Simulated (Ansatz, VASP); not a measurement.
## One calculation of Pb, two programs

```
CELL_PARAMETERS angstrom
0.00000 3.23763 3.23763
3.23763 0.00000 3.23763
3.23763 3.23763 0.00000
ATOMIC_POSITIONS crystal
Pb 0.50000 0.50000 0.50000
Pb 0.75000 0.75000 0.75000
```

Alike in both runs: task single point; functional PBEsol; k mesh 6 × 6 × 6; occupations gaussian, width 0.1 eV; no spin polarisation.

|  | VASP | Ansatz |
| --- | --- | --- |
| version | VASP 6.6.1 | Ansatz 0.2.0 |
| potentials or method | VASP PAW PBE potentials, release 64 (Pb_d), cutoff 520 eV | scalar-relativistic, plane waves, PAW |
| valence electrons in the cell | 28 | 28 |

```tsv
	VASP	Ansatz	Ansatz less VASP
gap on the k mesh at the Fermi level (eV)	none	none	-
pressure (GPa)	9.6	9.7	+0.10
```

VASP's potentials were made for PBE, not for PBEsol. A gap of «none» marks a metal or a gap that the smearing closes.

Neither program's run includes spin-orbit coupling.
